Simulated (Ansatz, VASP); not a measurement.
## KBr in VASP and in Ansatz

The input INCAR:

```
SYSTEM = KBr
PREC = Accurate ; ENCUT = 520
EDIFF = 1E-6 ; ISMEAR = 0
SIGMA = 0.01 ; LREAL = .FALSE.
LASPH = .TRUE. ; NELM = 100
ALGO = Normal ; ISIF = 2
LWAVE = .FALSE. ; LCHARG = .FALSE.
GGA = PE ; NBANDS = 15
```

Contents of KPOINTS:

```
Automatic mesh
0
G
  6 6 6
  0 0 0
```

The input POSCAR:

```
KBr
1.0
    0.0000000000      3.6882992921      3.6882992921
    3.6882992921      0.0000000000      3.6882992921
    3.6882992921      3.6882992921      0.0000000000
K Br
1 1
Direct
    0.0000000000      0.0000000000      0.0000000000
    0.2500000000      0.2500000000      0.2500000000
```

Input for Ansatz:

```yaml
crystal:
  lattice:
    - [0.0, 3.6882992921, 3.6882992921]
    - [3.6882992921, 0.0, 3.6882992921]
    - [3.6882992921, 3.6882992921, 0.0]
  atoms:
    - { symbol: K, position: [0.0, 0.0, 0.0] }
    - { symbol: Br, position: [0.25, 0.25, 0.25] }
kpoints:
  mp_grid: { grid: [6, 6, 6] }
  band_path:
    path:
      - [0.0, 0.0, 0.0]
      - [-0.5, -0.5, 0.0]
      - [-0.375, -0.375, 0.25]
      - [-0.375, 0.0, 0.375]
      - [0.0, 0.0, 0.5]
      - [-0.5, -0.25, 0.25]
      - [0.0, 0.229167, -0.25]
    npoints: 1
hamiltonian:
  xc: pbe
scf:
  occupations: { method: fixed }
  n_extra_bands: 4
output:
  forces: true
  stress: true
  eigenvalues: true
```

Alike in both runs: task single point; functional PBE; k mesh 6 × 6 × 6; no spin polarisation.

|  | VASP | Ansatz |
| --- | --- | --- |
| version | VASP 6.6.1 | Ansatz 0.2.0 |
| potentials or method | VASP PAW PBE potentials, release 64 (K_sv, Br) | plane waves, PAW |
| plane-wave cutoff (eV) | 520 | 420 |
| occupations | gaussian, width 0.01 eV | fixed |
| valence electrons in the cell | 16 | 16 |

|  | VASP | Ansatz | Ansatz less VASP |
| --- | --- | --- | --- |
| gap on the k mesh at the Fermi level (eV) | 4.28 | 4.28 | +0.001 |
| pressure (GPa) | 0.3 | 0.3 | -0.02 |
